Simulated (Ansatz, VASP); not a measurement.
One calculation of MgO, two programs

```xyz
4
Lattice="3.4864 0.0000 0.0000 -1.7432 3.0193 0.0000 0.0000 0.0000 4.1780" Properties=species:S:1:pos:R:3 pbc="T T T"
Mg    1.7432    1.0064    3.1335
Mg    0.0000    2.0129    1.0445
O     1.7432    1.0064    1.0445
O     0.0000    2.0129    3.1335
```

Alike in both runs: task single point; functional PBEsol; k mesh 12 × 12 × 6; no spin polarisation.

|  | VASP | Ansatz |
| --- | --- | --- |
| version | VASP 6.6.1 | Ansatz 0.2.0 |
| potentials or method | VASP PAW PBE potentials, release 64 (Mg, O), cutoff 520 eV | plane waves, PAW |
| occupations | gaussian, width 0.01 eV | fixed |
| valence electrons in the cell | 16 | 32 |

|  | VASP | Ansatz | Ansatz less VASP |
| --- | --- | --- | --- |
| gap on the k mesh at the Fermi level (eV) | 3.31 | 3.32 | +0.005 |

VASP's potentials were made for PBE, not for PBEsol. VASP's potentials hold 16 valence electrons a cell and Ansatz's 32, so a difference there can come from the potentials and not from the codes.
